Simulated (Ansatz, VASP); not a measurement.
Two plane-wave programs on ZrB2

```
Zr B
1.0
     3.17000    0.00000    0.00000
    -1.58500    2.74530    0.00000
     0.00000    0.00000    3.53300
Zr B
1 2
Direct
  0.00000 0.00000 0.00000
  0.66667 0.33333 0.50000
  0.33333 0.66667 0.50000
```

Alike in both runs: task relaxation of cell and atoms; functional PBEsol; dispersion D3(BJ); k mesh 10 × 10 × 8; occupations fermi-dirac, width 0.05 eV; no spin polarisation.

|  | VASP | Ansatz |
| --- | --- | --- |
| version | VASP 6.6.1 | Ansatz 0.2.0 |
| potentials or method | VASP PAW PBE potentials, release 64 (Zr_sv, B) | Ansatz PAW |
| plane-wave cutoff (eV) | 600 | 420 |
| valence electrons in the cell | 18 | 18 |

Ansatz gave:

- gap on the k mesh at the Fermi level, each at its own relaxed structure (eV): none
- relaxed volume (Å³/atom): 9.84
- relaxed cell length with the largest relative difference (Å): 3.478

Q: What did VASP give for the same quantities?

A: gap on the k mesh at the Fermi level, each at its own relaxed structure (eV): none; relaxed volume (Å³/atom): 9.85; relaxed cell length with the largest relative difference (Å): 3.480.

VASP's potentials were made for PBE, not for PBEsol. A gap of «none» marks a metal or a gap that the smearing closes.

Noted on Ansatz's run: the plane-wave basis is chosen anew once the cell has moved, so the energies of steps on either side of that aren't comparable.
